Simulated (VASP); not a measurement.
Crystal: P.

```
CELL_PARAMETERS angstrom
2.03955 0.00000 0.00000
0.00000 3.06263 0.00000
0.00000 0.00000 3.35712
ATOMIC_POSITIONS crystal
P 0.00000 0.00000 0.00000
```

```yaml
Program: VASP 6.6.1
Task: relaxation of cell and atoms
Functional: PBE
Potentials_or_basis: VASP PAW PBE potentials, release 64 (P)
Cutoff: 600 eV
k_mesh: 8 × 6 × 6
Occupations: gaussian, width 0.1 eV
Spin: no spin polarisation
```

At the start: pressure 7.6 GPa; volume 20.97 Å³/atom.

Task: Where does the relaxation end?

Result: Over 29 steps the energy falls by 1043.9 meV/atom and the volume is 14.66 Å³/atom (-30.1 %); space group P4/mmm (No. 123, to 0.05 Å).

The path:
```
step  energy change (eV)  largest force (eV/Å)  pressure (GPa)  volume (Å³)
   1              0.0000                0.0000            7.64        20.97
   2             -0.1694                0.0000          -14.67        23.61
   3             -0.2591                0.0000           -8.12        22.32
   4             -0.2598                0.0000           -7.54        22.25
   5             -0.4247                0.0000           -7.01        19.80
   6             -0.0992                0.0000           49.59        13.06
   7             -0.4835                0.0000           -6.11        18.90
   8             -0.7294                0.0000            3.06        15.89
   9             -0.7143                0.0000            9.81        15.11
  10             -0.7317                0.0000            4.61        15.68
  11             -0.6455                0.0000           11.60        14.94
  12             -0.7464                0.0000            5.60        15.51
  13             -0.7467                0.0000            5.87        15.47
  14             -0.8012                0.0000           -0.44        16.08
  15             -0.8424                0.0000          -12.94        17.89
  16             -0.8624                0.0000           -8.78        17.12
  17             -0.8871                0.0000          -10.07        17.12
  18             -0.9162                0.0000          -11.59        17.11
  19             -0.9300                0.0000          -11.75        16.99
  20             -0.9814                0.0000           -9.04        16.20
  21             -1.0193                0.0000           -3.66        15.27
  22             -0.9268                0.0000           15.03        13.51
  23             -1.0225                0.0000           -1.74        15.02
  24             -1.0227                0.0000           -1.17        14.95
  25             -1.0402                0.0000           -0.50        14.76
  26             -1.0438                0.0000            0.15        14.65
  27             -1.0439                0.0000            0.31        14.63
  28             -1.0439                0.0000            0.27        14.64
  29             -1.0439                0.0000            0.06        14.66
```

Final structure:
```
P
1.0
     2.47383    0.00000    0.00000
     0.00000    2.48775    0.00000
     0.00000    0.00000    2.38231
P
1
Cartesian
  0.0000 0.0000 0.0000
```

Caveat: the k points lie up to 0.44 Å⁻¹ apart in the final cell; the volume moved by over 15 % at a fixed basis, so the end points are rough.
